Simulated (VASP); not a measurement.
# SnO2 (I4_1/amd) in VASP: further runs

SnO2 is run at these levels: PBEsol; tasks: single point.

Program: VASP 6.6.1. These are calculated values, not measurements. Logs are shortened: lines on timing, memory, paths and dates and some standing lists are left out, and cuts for length are marked.

## (1) The cell of the first run

The structure is tetragonal, space group I4_1/amd (No. 141). Conventional cell: a = 4.000 Å, b = 4.000 Å, c = 10.247 Å, α = 90.00°, β = 90.00°, γ = 90.00°. Sn (site symmetry -4m2) has 6 O at 2.06 to 2.09 Å within 2.7 Å. Within 2.7 Å of O (site symmetry 2mm) lie 3 Sn at 2.06 to 2.09 Å and 2 O at 2.57 Å.

## (2) Single point, PBEsol

Contents of INCAR:

```
ALGO     = Normal         # electronic algorithm
EDIFF    = 1E-6           # SCF threshold, eV
ENCUT    = 600            # plane-wave cutoff, eV
GGA      = PS             # functional
GGA_COMPAT= False        
ISIF     = 2              # what is computed and relaxed
ISMEAR   = 0              # smearing method
LASPH    = True           # aspherical terms in the spheres
LCHARG   = False          # write CHGCAR
LREAL    = False          # projectors in reciprocal space
LWAVE    = False          # write WAVECAR
NBANDS   = 35             # bands
NELM     = 120            # most SCF steps
PREC     = Accurate       # precision mode
SIGMA    = 0.01           # smearing width, eV
```

Contents of KPOINTS:

```
k-points
0
Gamma
  8 8 8
```

Contents of POSCAR:

```
SnO2
1.0
   -2.0000685000      2.0000685000      5.1236790000
    2.0000685000     -2.0000685000      5.1236790000
    2.0000685000      2.0000685000     -5.1236790000
Sn O
2 4
Direct
    0.7500000000      0.2500000000      0.5000000000
    0.0000000000      1.0000000000      0.0000000000
    0.7965230000      0.7965230000      0.0000000000
    0.2034770000      0.2034770000      0.0000000000
   -0.0465230000      0.4534770000      0.5000000000
    0.5465230000      1.0465230000      0.5000000000
```

Potentials or basis: VASP PAW PBE potentials, release 64 (Sn_d, O).

On the command line:

```sh
$ cat potpaw_PBE.64/Sn_d/POTCAR potpaw_PBE.64/O/POTCAR > POTCAR
$ mpirun -np 1 vasp_std > vasp.out
```

OUTCAR:

```text
EDIFF = 1E-6
   ENCUT = 600
   GGA = PS
   ISIF = 2
   ISMEAR = 0
   LASPH = True
   LREAL = False
   NELM = 120
   PREC = Accurate

 ion  position               nearest neighbor table
   1  0.750  0.250  0.500-   3 2.06   4 2.06   3 2.06   4 2.06   5 2.09   6 2.09   2 3.25   2 3.25
                             2 3.25   2 3.25
   2  0.000  0.000  0.000-   6 2.06   5 2.06   6 2.06   5 2.06   4 2.09   3 2.09   1 3.25   1 3.25
                             1 3.25   1 3.25
   3  0.797  0.797  0.000-   1 2.06   1 2.06   2 2.09
   4  0.203  0.203  0.000-   1 2.06   1 2.06   2 2.09
   5  0.953  0.453  0.500-   2 2.06   2 2.06   1 2.09
   6  0.547  0.047  0.500-   2 2.06   2 2.06   1 2.09

  LATTYP: Found a body centered tetragonal cell.
 ALAT       =     4.0001370000
 C/A-ratio  =     2.5617517600

  Lattice vectors:

 A1 = (  -2.0000685000,   2.0000685000,   5.1236790000)
 A2 = (   2.0000685000,  -2.0000685000,   5.1236790000)
 A3 = (   2.0000685000,   2.0000685000,  -5.1236790000)

Analysis of symmetry for initial positions (statically):
=====================================================================
 Subroutine PRICEL returns:
 Original cell was already a primitive cell.

 Routine SETGRP: Setting up the symmetry group for a
 body centered tetragonal supercell.

 Subroutine GETGRP returns: Found 16 space group operations
 (whereof  8 operations were pure point group operations)
 out of a pool of 16 trial point group operations.

The static configuration has the point symmetry D_2d.
 The point group associated with its full space group is D_4h.

Analysis of symmetry for dynamics (positions and initial velocities):
=====================================================================
 Subroutine PRICEL returns:
 Original cell was already a primitive cell.

 Routine SETGRP: Setting up the symmetry group for a
 body centered tetragonal supercell.

 Subroutine GETGRP returns: Found 16 space group operations
 (whereof  8 operations were pure point group operations)
 out of a pool of 16 trial point group operations.

The dynamic configuration has the point symmetry D_2d.
 The point group associated with its full space group is D_4h.

 Subroutine INISYM returns: Found 16 space group operations
 (whereof  8 operations are pure point group operations),
 and found     1 'primitive' translations

----------------------------------------------------------------------------------------

[... 98 lines left out ...]
   ENCUT  =  600.0 eV  44.10 Ry    6.64 a.u.  11.69 11.69 11.69*2*pi/ulx,y,z
   NELM   =    120;   NELMIN=  2; NELMDL= -5     # of ELM steps
   EDIFF  = 0.1E-05   stopping-criterion for ELM
   LREAL  =      F    real-space projection
   EDIFFG = 0.1E-04   stopping-criterion for IOM
   NSW    =      0    number of steps for IOM
   IBRION =     -1    ionic relax: 0-MD 1-quasi-New 2-CG
   NFREE  =      0    steps in history (QN), initial steepest desc. (CG)
   ISIF   =      2    stress and relaxation
   ISYM   =      2    0-nonsym 1-usesym 2-fastsym
   POTIM  = 0.5000    time-step for ionic-motion
   TEBEG  =    0.0;   TEEND  =   0.0 temperature during run
   PSTRESS=    0.0 pullay stress
   NELECT =      52.0000    total number of electrons
   NUPDOWN=      -1.0000    fix difference up-down
   EMIN   =  10.00;   EMAX   =-10.00  energy-range for DOS
   EFERMI =   0.00;   METHOD = LEGACY
   ISMEAR =     0;   SIGMA  =   0.01  broadening in eV -4-tet -1-fermi 0-gaus
   EFERMI_NEDOS =   21; number of points for ismear=-14 and -15
   IALGO  =     38    algorithm
   IMIX   =      4    mixing-type and parameters
     AMIX     =   0.40;   BMIX     =  1.00
     AMIX_MAG =   1.60;   BMIX_MAG =  1.00
  volume/ion in A,a.u.               =      13.66        92.21
  Fermi-wavevector in a.u.,A,eV,Ry     =   1.406583  2.658057 26.918801  1.978476
  Thomas-Fermi vector in A             =   2.528929
   LORBIT       =      0    0 simple, 1 ext, 2 COOP (PROOUT), +10 PAW based schemes
   GGA     = PS    functional components
   LHFCALC =     F    Hartree Fock is set to
   AEXX    =    0.0000 exact exchange contribution
   IVDW    =     0    specifies the selected vdW correction
   LEPSILON=     F    determine dielectric tensor
   LRPA    =     F    only Hartree local field effects (RPA)
 non-spin polarized calculation
 Gauss-broadening in eV      SIGMA  =   0.01
  energy-cutoff  :      600.00
  volume of cell :       81.98
 maximum number of plane-waves:      2770
   NGX = 23   NGY = 23   NGZ = 23

 number of electron      52.0000007 magnetization

 Free energy of the ion-electron system (eV)
  ---------------------------------------------------
  ext. energy  EPLUGINS =         0.00000000
  ---------------------------------------------------
  free energy    TOTEN  =       -39.22763092 eV

  energy without entropy =      -39.22763092  energy(sigma->0) =      -39.22763092

 E-fermi :   3.9997     XC(G=0): -10.5522

 val. band max:        3.9223759299   @ k =   0.2500   0.2500   0.2500
 cond. band min:       5.4786937127   @ k =   0.0000   0.0000   0.0000
 fundamental gap:      1.5563177827
 Fermi energy:         3.9997329011

 k-point     1 :       0.0000    0.0000    0.0000
  band No.  band energies     occupation
      1     -16.3975      2.00000
      2     -16.3871      2.00000
      3     -16.2482      2.00000
      4     -15.6698      2.00000
      5     -15.5714      2.00000
      6     -15.5714      2.00000
[... 901 lines left out ...]
     34      15.1563      0.00000
     35      16.6630      0.00000

 [... further k-points ...]
[... 5 lines left out ...]
  --------------------------------------------------------------------------------------
  -------------------------------------------------------------------------------------
  Total        0.7260627      0.7260627      0.2680665      0.0000000      0.0000000      0.0000000
  in kB       14.1890425     14.1890425      5.2386754      0.0000000      0.0000000      0.0000000
  external PRESSURE =      11.2055868 kB  Pullay stress =       0.0000000 kB

 VOLUME and BASIS-vectors are now :
 -----------------------------------------------------------------------------
  energy-cutoff  :      600.00
  volume of cell :       81.98
      direct lattice vectors                 reciprocal lattice vectors
    -2.000068500  2.000068500  5.123679000     0.000000000  0.249991438  0.097586129
     2.000068500 -2.000068500  5.123679000     0.249991438  0.000000000  0.097586129
     2.000068500  2.000068500 -5.123679000     0.249991438  0.249991438  0.000000000

 POSITION                                       TOTAL-FORCE (eV/Angst)
 -----------------------------------------------------------------------------------
     -0.00000      2.00007      2.56184        -0.000000     -0.000000     -0.000000
      0.00000      0.00000      0.00000        -0.000000     -0.000000     -0.000000
      0.00000      0.00000      8.16226         0.000000      0.000000      0.057186
      0.00000      0.00000      2.08510        -0.000000     -0.000000     -0.057186
     -0.00000      2.00007      4.64694         0.000000      0.000000     -0.057186
      0.00000      2.00007      0.47674         0.000000      0.000000      0.057186
 -----------------------------------------------------------------------------------
    total drift:                                0.000000     -0.000000      0.000000

  FREE ENERGIE OF THE ION-ELECTRON SYSTEM (eV)
  ---------------------------------------------------
  free  energy   TOTEN  =       -39.2276309176 eV

  energy  without entropy=      -39.2276309176  energy(sigma->0) =      -39.22763092
```

OSZICAR:

```text
N       E                     dE             d eps       ncg     rms          rms(c)
DAV:   1     0.673078298867E+03    0.67308E+03   -0.27753E+04  4573   0.242E+03
DAV:   2     0.676448367886E+02   -0.60543E+03   -0.56815E+03  4466   0.646E+02
DAV:   3    -0.387561248169E+02   -0.10640E+03   -0.10445E+03  4454   0.220E+02
DAV:   4    -0.447355201881E+02   -0.59794E+01   -0.59306E+01  5168   0.566E+01
DAV:   5    -0.448949256286E+02   -0.15941E+00   -0.15916E+00  5077   0.972E+00    0.151E+01
DAV:   6    -0.391972894214E+02    0.56976E+01   -0.16180E+01  6604   0.643E+01    0.606E+00
DAV:   7    -0.392776970139E+02   -0.80408E-01   -0.19961E+00  4523   0.768E+00    0.321E+00
DAV:   8    -0.392383425770E+02    0.39354E-01   -0.21981E-01  6317   0.440E+00    0.751E-01
DAV:   9    -0.392265893368E+02    0.11753E-01   -0.47908E-02  6619   0.348E+00    0.139E-01
DAV:  10    -0.392275165265E+02   -0.92719E-03   -0.46055E-03  5663   0.700E-01    0.463E-02
DAV:  11    -0.392276226041E+02   -0.10608E-03   -0.39318E-04  6262   0.199E-01    0.175E-02
DAV:  12    -0.392276347862E+02   -0.12182E-04   -0.51817E-05  5260   0.431E-02    0.172E-02
DAV:  13    -0.392276307688E+02    0.40175E-05   -0.22435E-05  5912   0.679E-02    0.292E-03
DAV:  14    -0.392276309176E+02   -0.14889E-06   -0.16261E-06  3332   0.133E-02
   1 F= -.39227631E+02 E0= -.39227631E+02  d E =-.452454E-30
```

stdout:

```text
POSCAR found type information on POSCAR SnO
 POSCAR found :  2 types and       6 ions
 scaLAPACK will be used
 -----------------------------------------------------------------------------
|                                                                             |
|                                                                             |
|     You enforced a specific xc type in the INCAR file but a different       |
|     I HOPE YOU KNOW WHAT YOU ARE DOING!                                     |
|                                                                             |
 -----------------------------------------------------------------------------

 LDA part: xc-table for (Slater+PW92), standard interpolation
 POSCAR, INCAR and KPOINTS ok, starting setup
 FFT: planning ... GRIDC
 FFT: planning ... GRID_SOFT
 FFT: planning ... GRID
 WAVECAR not read
 entering main loop
```

Wall time 5.8 min (1 thread of Intel Xeon Platinum 8259CL at 2.50GHz (Skylake/Cascade Lake), shared host); peak memory 0.41 GiB.

What came out:

* Free energy: -39.2276 eV
* Pressure: 1.1 GPa
* Largest force: 0.057 eV/Å
* Band gap on the k mesh: 1.56 eV (least direct gap 1.94 eV)

Forces in eV/Å, atoms in the order of the input:
```
Sn   0.000  0.000  0.000
Sn   0.000  0.000  0.000
O    0.000  0.000  0.057
O    0.000  0.000 -0.057
O    0.000  0.000 -0.057
O    0.000  0.000  0.057
```

Levels at points of the mesh, in eV from the valence-band top:
```tsv
k point	band 24	band 25	band 26	band 27	band 28	band 29
(0.00, 0.00, 0.00)	-0.67	-0.38	-0.38	1.56	5.49	9.23
(0.50, 0.00, 0.00)	-0.76	-0.58	-0.39	4.90	6.15	7.83
(0.50, 0.50, 0.00)	-0.82	-0.05	-0.05	7.27	7.27	7.56
(0.50, 0.50, 0.50)	-1.02	-0.28	-0.28	4.19	4.19	7.56
```

Caveat: the PAW data sets were made with another functional, which shifts forces and pressure a little; spin-orbit coupling is left out, which moves the levels of the heavy elements. A k mesh can miss the band edges.

## (3) Single point, PBEsol

This run uses another cell than the first one, of 13.74 Å³/atom.

Contents of INCAR:

```
SYSTEM = SnO2
ALGO = Normal
EDIFF = 1E-6
ENCUT = 600
GGA = PS
GGA_COMPAT = .FALSE.
ISIF = 2
ISMEAR = 0
LASPH = .TRUE.
LCHARG = .FALSE.
LREAL = .FALSE.
LWAVE = .FALSE.
NBANDS = 35
NELM = 120
PREC = Accurate
SIGMA = 0.01
```

Contents of KPOINTS:

```
k-points
0
G
  8 8 8
  0 0 0
```

Contents of POSCAR:

```
SnO2
1.0
   -2.0058330487      2.0058330487      5.1234996563
    2.0058330487     -2.0058330487      5.1234996563
    2.0058330487      2.0058330487     -5.1234996563
Sn O
2 4
Direct
    0.7500000000      0.2500000000      0.5000000000
    0.0000000000      1.0000000000      0.0000000000
    0.7970786362      0.7970786362      0.0000000000
    0.2029213638      0.2029213638      0.0000000000
   -0.0470786362      0.4529213638      0.5000000000
    0.5470786362      1.0470786362      0.5000000000
```

Potentials or basis: VASP PAW PBE potentials, release 64 (Sn_d, O).

On the command line:

```sh
$ cat potpaw_PBE.64/Sn_d/POTCAR potpaw_PBE.64/O/POTCAR > POTCAR
$ mpirun -np 1 vasp_std > vasp.out
```

OUTCAR:

```text
SYSTEM = SnO2
   EDIFF = 1E-6
   ENCUT = 600
   GGA = PS
   ISIF = 2
   ISMEAR = 0
   LASPH = .TRUE.
   LREAL = .FALSE.
   NELM = 120
   PREC = Accurate

 ion  position               nearest neighbor table
   1  0.750  0.250  0.500-   3 2.06   4 2.06   3 2.06   4 2.06   5 2.08   6 2.08   2 3.25   2 3.25
                             2 3.25   2 3.25
   2  0.000  0.000  0.000-   6 2.06   5 2.06   6 2.06   5 2.06   4 2.08   3 2.08   1 3.25   1 3.25
                             1 3.25   1 3.25
   3  0.797  0.797  0.000-   1 2.06   1 2.06   2 2.08
   4  0.203  0.203  0.000-   1 2.06   1 2.06   2 2.08
[... 1124 lines left out ...]
  Total        0.1834837      0.1834837      0.3284762      0.0000000     -0.0000000      0.0000000
  in kB        3.5652641      3.5652641      6.3826078      0.0000000     -0.0000000      0.0000000
  external PRESSURE =       4.5043786 kB  Pullay stress =       0.0000000 kB

 VOLUME and BASIS-vectors are now :
 -----------------------------------------------------------------------------
  energy-cutoff  :      600.00
  volume of cell :       82.45
      direct lattice vectors                 reciprocal lattice vectors
    -2.005833049  2.005833049  5.123499656     0.000000000  0.249272989  0.097589545
     2.005833049 -2.005833049  5.123499656     0.249272989  0.000000000  0.097589545
     2.005833049  2.005833049 -5.123499656     0.249272989  0.249272989  0.000000000

 POSITION                                       TOTAL-FORCE (eV/Angst)
 -----------------------------------------------------------------------------------
     -0.00000      2.00583      2.56175         0.000000      0.000000     -0.000000
      0.00000      0.00000      0.00000         0.000000      0.000000     -0.000000
      0.00000      0.00000      8.16766         0.000000     -0.000000     -0.026469
      0.00000      0.00000      2.07934         0.000000     -0.000000      0.026469
      0.00000      2.00583      4.64108        -0.000000      0.000000      0.026469
      0.00000      2.00583      0.48241        -0.000000      0.000000     -0.026469
 -----------------------------------------------------------------------------------
    total drift:                               -0.000000     -0.000000      0.000000

  FREE ENERGIE OF THE ION-ELECTRON SYSTEM (eV)
  ---------------------------------------------------
  free  energy   TOTEN  =       -39.2314870767 eV

  energy  without entropy=      -39.2314870767  energy(sigma->0) =      -39.23148708
```

Run time: 6.7 min. Hardware: 1 thread of Intel Xeon Platinum 8259CL at 2.50GHz (Skylake/Cascade Lake), shared host; peak memory 0.41 GiB.

Results:

* Free energy: -39.2315 eV
* Pressure: 0.5 GPa
* Largest force: 0.026 eV/Å
* Band gap on the k mesh: 1.53 eV (least direct gap 1.90 eV)

Forces on the atoms (eV/Å):
```
Sn   0.000  0.000  0.000
Sn   0.000  0.000  0.000
O    0.000  0.000 -0.026
O    0.000  0.000  0.026
O    0.000  0.000  0.026
O    0.000  0.000 -0.026
```

Stress tensor (GPa, compression positive):
```
0.36 0.00 0.00
0.00 0.36 0.00
0.00 0.00 0.64
```

Levels at points of the mesh, in eV from the valence-band top:
```
           k point  band 24  band 25  band 26  band 27  band 28  band 29
(0.00, 0.00, 0.00)    -0.66    -0.37    -0.37     1.53     5.51     9.23
(0.50, 0.00, 0.00)    -0.75    -0.56    -0.38     4.85     6.13     7.81
(0.50, 0.50, 0.00)    -0.80    -0.05    -0.05     7.20     7.20     7.55
(0.50, 0.50, 0.50)    -1.02    -0.27    -0.27     4.20     4.20     7.56
```

Caveat: the PAW data sets were made with another functional, which shifts forces and pressure a little; spin-orbit coupling is left out, which moves the levels of the heavy elements. A k mesh can miss the band edges.
